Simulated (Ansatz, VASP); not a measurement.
**One calculation of CdAg4Mo, two programs**

File INCAR:

```
SYSTEM = CdAg4Mo
ALGO = Normal
EDIFF = 1E-7
ENCUT = 520
GGA = PE
ISIF = 2
ISMEAR = -1
LASPH = .True.
LCHARG = .False.
LREAL = .False.
LWAVE = .False.
NBANDS = 44
NELM = 100
PREC = Accurate
SIGMA = 0.1
```

File KPOINTS:

```
k-points
0
Gamma
  6 6 6
  0 0 0
```

The input POSCAR:

```
CdAg4Mo
1.0
    0.0000000000      3.7675840000      3.7675840000
    3.7675840000      0.0000000000      3.7675840000
    3.7675840000      3.7675840000      0.0000000000
Ag Cd Mo
4 1 1
Direct
    0.3741300000      0.3741300000      0.3741300000
    0.8776100000      0.3741300000      0.3741300000
    0.3741300000      0.3741300000      0.8776100000
    0.3741300000      0.8776100000      0.3741300000
    0.0000000000      0.0000000000      0.0000000000
    0.7500000000      0.7500000000      0.7500000000
```

Input for Ansatz:

```yaml
crystal:
  lattice:
    - [0.0, 3.767584, 3.767584]
    - [3.767584, 0.0, 3.767584]
    - [3.767584, 3.767584, 0.0]
  atoms:
    - { symbol: Ag, position: [0.37413, 0.37413, 0.37413] }
    - { symbol: Ag, position: [0.87761, 0.37413, 0.37413] }
    - { symbol: Ag, position: [0.37413, 0.37413, 0.87761] }
    - { symbol: Ag, position: [0.37413, 0.87761, 0.37413] }
    - { symbol: Cd, position: [0.0, 0.0, 0.0] }
    - { symbol: Mo, position: [0.75, 0.75, 0.75] }
kpoints:
  mp_grid: { grid: [6, 6, 6], shift: [0, 0, 0] }
magnetization:
  spin_polarized: false
scf:
  occupations: { method: fermi_dirac }
  lower_state_search: "off"
  max_iter: 200
hamiltonian:
  pseudopotentials: { kind: paw }
  xc: pbe
basis:
  ecutwfc: 420
  fft_grid_basis: typed
output:
  forces: true
  stress: true
  eigenvalues: true
  bader: true
  populations: true
  elf: true
  write_potential: true
  volumetric_format: npy
  dos:
    e_range: [-12, 8]
    de: 0.05
    projected: { site_lists: { Ag: [Ag], Cd: [Cd], Mo: [Mo] } }
checkpoint:
  read: saved_state
```

Alike in both runs: task single point; functional PBE; k mesh 6 × 6 × 6; no spin polarisation.

|  | VASP | Ansatz |
| --- | --- | --- |
| version | VASP 6.6.1 | Ansatz 0.2.0 |
| potentials or method | VASP PAW PBE potentials, release 64 (Ag, Cd, Mo_sv), cutoff 520 eV | PAW plane waves |
| occupations | fermi-dirac, width 0.1 eV | fermi-dirac |
| valence electrons in the cell | 70 | 110 |

VASP gave:

| Quantity | Value |
| --- | --- |
| pressure (GPa) | 5.1 |
| rms of the force components (eV/Å) | 0.259 |

Question: Which values does Ansatz return?

Answer: Pressure (GPa): 5.2; rms of the force components (eV/Å): 0.260.

Atom by atom the forces differ by 0.000 eV/Å (rms over components). VASP's potentials hold 70 valence electrons a cell and Ansatz's 110, so a difference there can come from the potentials and not from the codes.
